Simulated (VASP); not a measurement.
# Zn2CdO3 (P6/mmm) in VASP: notebook

The runs below take Zn2CdO3 through single point, relaxation of cell and atoms, with PBE.

Everything below comes from runs of VASP 6.6.1. Logs are shortened: lines on timing, memory, paths and dates and some standing lists are left out, and cuts for length are marked.

**1. The cell of the first run**

Symmetry: P6/mmm, No. 191, hexagonal system. Conventional cell: a = 5.492 Å, b = 5.492 Å, c = 2.781 Å, α = 90.00°, β = 90.00°, γ = 120.00°. Zn (site symmetry -6m2) has 6 O at 2.11 Å and 2 Zn at 2.78 Å within 2.8 Å. Cd (site symmetry 6/mmm) has 2 Cd at 2.78 Å and 12 O at 3.08 Å and 6 Zn at 3.17 Å within 3.7 Å. Within 2.8 Å of O (site symmetry mmm) lie 4 Zn at 2.11 Å and 6 O at 2.75 to 2.78 Å.

**2. Single point, PBE**

Input file INCAR:

```
SYSTEM = Zn2CdO3
PREC = Accurate
ENCUT = 520
EDIFF = 1E-6
ISMEAR = 0
SIGMA = 0.1
LREAL = .FALSE.
LASPH = .TRUE.
NELM = 80
ALGO = Normal
ISIF = 2
LWAVE = .FALSE.
LCHARG = .FALSE.
GGA = PE
NBANDS = 36
```

Input file KPOINTS:

```
regular mesh
0
G
  6 6 6
  0 0 0
```

Input file POSCAR:

```
Zn2CdO3
1.0
    5.4921569018     -0.0000000030      0.0000000000
   -2.7460784483      4.7563474000      0.0000000000
    0.0000000000      0.0000000000      2.7806957796
Zn Cd O
2 1 3
Direct
    0.6666666667      0.3333333333      0.0000000000
    0.3333333333      0.6666666667      0.0000000000
    0.0000000000      0.0000000000      0.0000000000
    0.5000000000      0.0000000000      0.5000000000
    0.0000000000      0.5000000000      0.5000000000
    0.5000000000      0.5000000000      0.5000000000
```

Potentials or basis: VASP PAW PBE potentials, release 64 (Zn, Cd, O).

Launch:

```sh
cat potpaw_PBE.64/Zn/POTCAR potpaw_PBE.64/Cd/POTCAR potpaw_PBE.64/O/POTCAR > POTCAR
mpirun -np 1 vasp_std > vasp.out
```

OUTCAR:

```text
SYSTEM = Zn2CdO3
   PREC = Accurate
   ENCUT = 520
   EDIFF = 1E-6
   ISMEAR = 0
   LREAL = .FALSE.
   LASPH = .TRUE.
   NELM = 80
   ISIF = 2
   GGA = PE

 ion  position               nearest neighbor table
   1  0.667  0.333  0.000-   4 2.11   4 2.11   5 2.11   5 2.11   6 2.11   6 2.11   3 3.17   3 3.17
                             3 3.17
   2  0.333  0.667  0.000-   4 2.11   4 2.11   5 2.11   5 2.11   6 2.11   6 2.11   3 3.17   3 3.17
                             3 3.17
   3  0.000  0.000  0.000-   1 3.17   2 3.17   2 3.17   1 3.17   1 3.17   2 3.17
   4  0.500  0.000  0.500-   1 2.11   2 2.11   1 2.11   2 2.11
   5  0.000  0.500  0.500-   1 2.11   2 2.11   1 2.11   2 2.11
   6  0.500  0.500  0.500-   1 2.11   2 2.11   1 2.11   2 2.11

  LATTYP: Found a hexagonal cell.
 ALAT       =     5.4921569018
 C/A-ratio  =     0.5063030480

  Lattice vectors:

 A1 = (   5.4921569018,  -0.0000000030,   0.0000000000)
 A2 = (  -2.7460784483,   4.7563474000,   0.0000000000)
 A3 = (   0.0000000000,   0.0000000000,   2.7806957796)

Analysis of symmetry for initial positions (statically):
=====================================================================
 Subroutine PRICEL returns:
 Original cell was already a primitive cell.

 Routine SETGRP: Setting up the symmetry group for a
 hexagonal supercell.

 Subroutine GETGRP returns: Found 24 space group operations
 (whereof 24 operations were pure point group operations)
 out of a pool of 24 trial point group operations.

The static configuration has the point symmetry D_6h.

Analysis of symmetry for dynamics (positions and initial velocities):
=====================================================================
 Subroutine PRICEL returns:
 Original cell was already a primitive cell.

 Routine SETGRP: Setting up the symmetry group for a
 hexagonal supercell.

 Subroutine GETGRP returns: Found 24 space group operations
 (whereof 24 operations were pure point group operations)
 out of a pool of 24 trial point group operations.

The dynamic configuration has the point symmetry D_6h.

 Subroutine INISYM returns: Found 24 space group operations
 (whereof 24 operations are pure point group operations),
 and found     1 'primitive' translations

----------------------------------------------------------------------------------------

                                     Primitive cell

  volume of cell :      72.6390

  direct lattice vectors                    reciprocal lattice vectors
     5.492156902 -0.000000003  0.000000000     0.182077828  0.105122683  0.000000000
    -2.746078448  4.756347400  0.000000000     0.000000000  0.210245366  0.000000000
     0.000000000  0.000000000  2.780695780     0.000000000  0.000000000  0.359622224

  length of vectors
     5.492156902  5.492156902  2.780695780     0.210245366  0.210245366  0.359622224

  position of ions in fractional coordinates (direct lattice)
     0.666666667  0.333333333  0.000000000
     0.333333333  0.666666667  0.000000000
     0.000000000  0.000000000  0.000000000
     0.500000000  0.000000000  0.500000000
     0.000000000  0.500000000  0.500000000
     0.500000000  0.500000000  0.500000000

  ion indices of the primitive-cell ions
   primitive index   ion index
                 1           1
                 2           2
                 3           3
                 4           4
                 5           5
                 6           6

----------------------------------------------------------------------------------------

 KPOINTS: regular mesh

Automatic generation of k-mesh.
 Grid dimensions read from file:
 generate k-points for:    6    6    6

 Generating k-lattice:

  Cartesian coordinates                     Fractional coordinates (reciprocal lattice)
     0.030346305  0.017520447  0.000000000     0.166666667 -0.000000000  0.000000000
     0.000000000  0.035040894  0.000000000     0.000000000  0.166666667  0.000000000
     0.000000000  0.000000000  0.059937037     0.000000000  0.000000000  0.166666667

  Length of vectors
     0.035040894  0.035040894  0.059937037

  Shift w.r.t. Gamma in fractional coordinates (k-lattice)
     0.000000000  0.000000000  0.000000000

 Subroutine IBZKPT returns following result:
 ===========================================

 Found     28 irreducible k-points:

 Following reciprocal coordinates:
            Coordinates               Weight
  0.000000  0.000000  0.000000      1.000000
  0.166667 -0.000000  0.000000      6.000000
  0.333333  0.000000  0.000000      6.000000
  0.500000 -0.000000  0.000000      3.000000
  0.166667  0.166667  0.000000      6.000000
  0.333333  0.166667  0.000000     12.000000
[... 16 lines left out ...]
  0.166667 -0.000000  0.500000      6.000000
  0.333333  0.000000  0.500000      6.000000
 [... further k-points ...]
   k-points           NKPTS =     28   k-points in BZ     NKDIM =     28   number of bands    NBANDS=     36
   number of dos      NEDOS =    301   number of ions     NIONS =      6
   total plane-waves  NPLWV =  42336
   dimension x,y,z NGX =    42 NGY =   42 NGZ =   24
   dimension x,y,z NGXF=    84 NGYF=   84 NGZF=   48
   ions per type =               2   1   3
   NGX,Y,Z   is equivalent  to a cutoff of  12.71, 12.71, 14.35 a.u.
   NGXF,Y,Z  is equivalent  to a cutoff of  25.43, 25.43, 28.70 a.u.
 SYSTEM =  Zn2CdO3
   PREC   = accura    normal or accurate (medium, high low for compatibility)
   ISTART =      0    job   : 0-new  1-cont  2-samecut
   ICHARG =      2    charge: 1-file 2-atom 10-const
   ISPIN  =      1    spin polarized calculation?
   LNONCOLLINEAR =      F non collinear calculations
   LSORBIT =      F    spin-orbit coupling
   LASPH  =      T    aspherical Exc in radial PAW
   ENCUT  =  520.0 eV  38.22 Ry    6.18 a.u.  10.21 10.21  5.17*2*pi/ulx,y,z
   NELM   =     80;   NELMIN=  2; NELMDL= -5     # of ELM steps
   EDIFF  = 0.1E-05   stopping-criterion for ELM
   LREAL  =      F    real-space projection
   EDIFFG = 0.1E-04   stopping-criterion for IOM
   NSW    =      0    number of steps for IOM
   IBRION =     -1    ionic relax: 0-MD 1-quasi-New 2-CG
   NFREE  =      0    steps in history (QN), initial steepest desc. (CG)
   ISIF   =      2    stress and relaxation
   ISYM   =      2    0-nonsym 1-usesym 2-fastsym
   POTIM  = 0.5000    time-step for ionic-motion
   TEBEG  =    0.0;   TEEND  =   0.0 temperature during run
   PSTRESS=    0.0 pullay stress
   NELECT =      54.0000    total number of electrons
   NUPDOWN=      -1.0000    fix difference up-down
   EMIN   =  10.00;   EMAX   =-10.00  energy-range for DOS
   EFERMI =   0.00;   METHOD = LEGACY
   ISMEAR =     0;   SIGMA  =   0.10  broadening in eV -4-tet -1-fermi 0-gaus
   EFERMI_NEDOS =   21; number of points for ismear=-14 and -15
   IALGO  =     38    algorithm
   IMIX   =      4    mixing-type and parameters
     AMIX     =   0.40;   BMIX     =  1.00
     AMIX_MAG =   1.60;   BMIX_MAG =  1.00
  volume/ion in A,a.u.               =      12.11        81.70
  Fermi-wavevector in a.u.,A,eV,Ry     =   1.483028  2.802517 29.924283  2.199373
  Thomas-Fermi vector in A             =   2.596741
   LORBIT       =      0    0 simple, 1 ext, 2 COOP (PROOUT), +10 PAW based schemes
   GGA     = PE    functional components
   LHFCALC =     F    Hartree Fock is set to
   AEXX    =    0.0000 exact exchange contribution
   IVDW    =     0    specifies the selected vdW correction
   LEPSILON=     F    determine dielectric tensor
   LRPA    =     F    only Hartree local field effects (RPA)
 non-spin polarized calculation
 Gauss-broadening in eV      SIGMA  =   0.10
  energy-cutoff  :      520.00
  volume of cell :       72.64
 maximum number of plane-waves:      1978
 NGX is ok and might be reduce to    42
   NGX = 21   NGY = 21   NGZ = 11

 number of electron      53.9999962 magnetization

 Free energy of the ion-electron system (eV)
  ---------------------------------------------------
  ext. energy  EPLUGINS =         0.00000000
  ---------------------------------------------------
  free energy    TOTEN  =       -21.75662044 eV

  energy without entropy =      -21.73918984  energy(sigma->0) =      -21.74790514

 E-fermi :   2.0574     XC(G=0): -11.4682

 val. band max:        2.0004573152   @ k =   0.3333   0.0000   0.1667
 cond. band min:       2.0747794700   @ k =   0.3333   0.3333   0.0000
 fundamental gap:      0.0743221548
 Fermi energy:         2.0573986889

 k-point     1 :       0.0000    0.0000    0.0000
  band No.  band energies     occupation
      1     -16.1198      2.00000
      2     -14.8574      2.00000
      3     -14.8574      2.00000
      4      -7.4368      2.00000
      5      -6.2993      2.00000
      6      -6.2993      2.00000
[... 28 lines left out ...]
     35      16.5746      0.00000
     36      17.4783      0.00000

 k-point     2 :       0.1667   -0.0000    0.0000
  band No.  band energies     occupation
      1     -16.0546      2.00000
      2     -14.9470      2.00000
      3     -14.8578      2.00000
      4      -7.4366      2.00000
      5      -6.3266      2.00000
      6      -6.3185      2.00000
[... 28 lines left out ...]
     35      15.5974      0.00000
     36      16.3166      0.00000

 k-point     3 :       0.3333    0.0000    0.0000
  band No.  band energies     occupation
      1     -15.8801      2.00000
      2     -15.1686      2.00000
      3     -14.8587      2.00000
      4      -7.4362      2.00000
      5      -6.3780      2.00000
      6      -6.3545      2.00000
[... 28 lines left out ...]
     35      14.1836      0.00000
     36      14.8611      0.00000
[... 742 lines left out ...]
 k-point    23 :       0.1667   -0.0000    0.5000
  band No.  band energies     occupation
      1     -15.1148      2.00000
      2     -14.4095      2.00000
      3     -14.3584      2.00000
      4      -6.8035      2.00000
      5      -6.7884      2.00000
      6      -6.2659      2.00000
[... 28 lines left out ...]
     35      13.6953      0.00000
     36      14.0020      0.00000

 k-point    24 :       0.3333    0.0000    0.5000
  band No.  band energies     occupation
      1     -15.0043      2.00000
      2     -14.5444      2.00000
      3     -14.3645      2.00000
      4      -6.7758      2.00000
      5      -6.7302      2.00000
      6      -6.2836      2.00000
[... 28 lines left out ...]
     35      12.6714      0.00000
     36      14.3699      0.00000

 [... further k-points ...]
[... 5 lines left out ...]
  --------------------------------------------------------------------------------------
  -------------------------------------------------------------------------------------
  Total        0.3404428      0.3404428      0.2747369      0.0000000      0.0000000      0.0000000
  in kB        7.5090461      7.5090461      6.0597903      0.0000000      0.0000000      0.0000000
  external PRESSURE =       7.0259608 kB  Pullay stress =       0.0000000 kB

 VOLUME and BASIS-vectors are now :
 -----------------------------------------------------------------------------
  energy-cutoff  :      520.00
  volume of cell :       72.64
      direct lattice vectors                 reciprocal lattice vectors
     5.492156902 -0.000000003  0.000000000     0.182077828  0.105122683  0.000000000
    -2.746078448  4.756347400  0.000000000     0.000000000  0.210245366  0.000000000
     0.000000000  0.000000000  2.780695780     0.000000000  0.000000000  0.359622224

 POSITION                                       TOTAL-FORCE (eV/Angst)
 -----------------------------------------------------------------------------------
      2.74608      1.58545      0.00000         0.000000      0.000000      0.000000
      0.00000      3.17090      0.00000         0.000000     -0.000000      0.000000
      0.00000      0.00000      0.00000         0.000000     -0.000000      0.000000
      2.74608     -0.00000      1.39035        -0.000000     -0.000000      0.000000
     -1.37304      2.37817      1.39035        -0.000000     -0.000000      0.000000
      1.37304      2.37817      1.39035         0.000000     -0.000000      0.000000
 -----------------------------------------------------------------------------------
    total drift:                               -0.000000      0.000000      0.000000

  FREE ENERGIE OF THE ION-ELECTRON SYSTEM (eV)
  ---------------------------------------------------
  free  energy   TOTEN  =       -21.7566204399 eV

  energy  without entropy=      -21.7391898441  energy(sigma->0) =      -21.74790514
```

Wall time 67 s (1 thread of Intel Xeon Platinum 8259CL at 2.50GHz (Skylake/Cascade Lake), shared host); peak memory 0.23 GiB.

What came out:

- Free energy: -21.7566 eV
- Pressure: 0.7 GPa
- Band gap on the k mesh: zero (band 27 reaches 2.25 eV, above the bottom of band 28 at 1.52 eV)

Caveat: the k points lie up to 0.38 Å⁻¹ apart.

**3. Single point, PBE**

This run uses another cell than the first one, of 12.82 Å³/atom, 1.059 times its volume.

Changes to INCAR since step 2:

```diff
@@ -8,3 +8,3 @@
 LASPH = .TRUE.
-NELM = 80
+NELM = 100
 ALGO = Normal
```

KPOINTS is that of step 2.

Input file POSCAR:

```
Zn2CdO3
1.0
    5.3540124100      0.0000000000      0.0000000000
   -2.6770062000      4.6367107600      0.0000000000
    0.0000000000      0.0000000000      3.0988645300
Zn Cd O
2 1 3
Direct
    0.6666666700      0.3333333300      0.0000000000
    0.3333333300      0.6666666700      0.0000000000
    0.0000000000      0.0000000000      0.0000000000
    0.5000000000      0.0000000000      0.5000000000
    0.0000000000      0.5000000000      0.5000000000
    0.5000000000      0.5000000000      0.5000000000
```

Potentials or basis: VASP PAW PBE potentials, release 64 (Zn, Cd, O).

Launch:

```sh
cat potpaw_PBE.64/Zn/POTCAR potpaw_PBE.64/Cd/POTCAR potpaw_PBE.64/O/POTCAR > POTCAR
mpirun -np 1 vasp_std > vasp.out
```

Wall time 58 s (1 thread of Intel Xeon Platinum 8259CL at 2.50GHz (Skylake/Cascade Lake), shared host); peak memory 0.23 GiB.

Results (log left out):

* Free energy: -21.0977 eV
* Pressure: -7.5 GPa
* Band gap on the k mesh: zero (band 27 reaches 2.05 eV, above the bottom of band 28 at 1.49 eV)

Stress tensor (GPa, compression positive):
```
  1.46   0.00   0.00
  0.00   1.46   0.00
  0.00   0.00 -25.52
```

Levels at points of the mesh, in eV from the Fermi level:
| k point | band 23 | band 24 | band 25 | band 26 | band 27 | band 28 | band 29 | band 30 | band 31 | band 32 |
| --- | --- | --- | --- | --- | --- | --- | --- | --- | --- | --- |
| (0.00, 0.00, 0.00) | -2.51 | -0.53 | -0.53 | -0.49 | -0.35 | -0.35 | 2.86 | 5.71 | 5.71 | 6.42 |
| (0.50, 0.00, 0.00) | -1.98 | -1.79 | -1.19 | -0.52 | -0.33 | 0.41 | 1.66 | 4.19 | 5.23 | 7.44 |
| (0.00, 0.00, 0.50) | -1.93 | -1.93 | -0.27 | 0.18 | 0.18 | 1.88 | 1.90 | 3.07 | 4.00 | 4.00 |
| (0.50, 0.00, 0.50) | -2.53 | -1.69 | -1.42 | -1.00 | 0.12 | 0.93 | 3.33 | 4.71 | 5.09 | 5.18 |

**4. Single point, PBE**

Input file INCAR:

```
SYSTEM = Zn2CdO3
PREC = Accurate
ENCUT = 600
EDIFF = 1E-6
ISMEAR = 0
SIGMA = 0.1
LREAL = .FALSE.
LASPH = .TRUE.
NELM = 120
ALGO = Normal
ISIF = 2
LWAVE = .FALSE.
LCHARG = .FALSE.
GGA = PE
NBANDS = 40
GGA_COMPAT = .FALSE.
```

KPOINTS is that of step 3.

Input file POSCAR:

```
Zn2CdO3
1.0
    5.4921569018     -0.0000000030      0.0000000000
   -2.7460784483      4.7563474000      0.0000000000
    0.0000000000      0.0000000000      2.7806957796
Zn Cd O
2 1 3
Direct
    0.6666666667      0.3333333333      0.0000000000
    0.3333333333      0.6666666667      0.0000000000
    0.0000000000      0.0000000000      0.0000000000
    0.5000000000      0.0000000000      0.5000000000
    0.0000000000      0.5000000000      0.5000000000
    0.5000000000      0.5000000000      0.5000000000
```

Potentials or basis: VASP PAW PBE potentials, release 64 (Zn, Cd_sv_GW, O).

Launch:

```sh
cat potpaw_PBE.64/Zn/POTCAR potpaw_PBE.64/Cd_sv_GW/POTCAR potpaw_PBE.64/O/POTCAR > POTCAR
mpirun -np 1 vasp_std > vasp.out
```

Wall time 64 s (1 thread of Intel Xeon 6975P-C (Granite Rapids), shared host); peak memory 0.28 GiB.

It converged, with:

```
Free energy            : -21.8181 eV
Pressure               : 0.2 GPa
Band gap on the k mesh : zero (band 31 reaches 3.31 eV, above the bottom of band 32 at 2.58 eV)
```

Stress tensor (GPa, compression positive):
```
0.25 0.00 0.00
0.00 0.25 0.00
0.00 0.00 0.02
```

Levels at points of the mesh, in eV from the Fermi level:
```csv
k point,band 27,band 28,band 29,band 30,band 31,band 32,band 33,band 34,band 35,band 36
"(0.00, 0.00, 0.00)",-1.60,-0.82,-0.69,-0.69,0.02,0.02,3.67,5.96,5.96,7.61
"(0.50, 0.00, 0.00)",-2.39,-1.03,-0.64,-0.51,0.02,0.28,2.45,4.82,6.68,7.28
"(0.00, 0.00, 0.50)",-1.67,-1.67,-0.39,0.19,0.19,1.78,3.11,3.96,4.92,4.92
"(0.50, 0.00, 0.50)",-2.32,-1.55,-1.32,-0.94,0.17,2.21,3.04,5.58,6.15,6.34
```

Caveat: the k points lie up to 0.38 Å⁻¹ apart.

(Continued in part 2 of 2.)
